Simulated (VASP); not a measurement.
Here is a VASP 6.6.1 calculation.

File INCAR:

```
SYSTEM = Na
PREC = Accurate ; ENCUT = 520
EDIFF = 1E-6 ; ISMEAR = 1
SIGMA = 1.0 ; LREAL = .FALSE.
LASPH = .TRUE. ; NELM = 60
ALGO = Normal ; ISIF = 2
LWAVE = .FALSE. ; LCHARG = .TRUE.
GGA = CA ; LELF = .TRUE.
LVHAR = .TRUE. ; NBANDS = 10
```

The input KPOINTS:

```
regular mesh
0
G
  11 11 11
  0 0 0
```

POSCAR

```
Na
1.0
   -2.0287155323      2.0287155323      2.0287155323
    2.0287155323     -2.0287155323      2.0287155323
    2.0287155323      2.0287155323     -2.0287155323
Na
1
Direct
    0.0000000000      0.0000000000      0.0000000000
```

Potentials or basis: VASP PAW LDA potentials, release 64 (Na_pv).

Command:

```console
$ cat potpaw_LDA.64/Na_pv/POTCAR > POTCAR
$ mpirun -np 1 vasp_std > vasp.out
```

What does it give for the pressure?

-0.1 GPa.
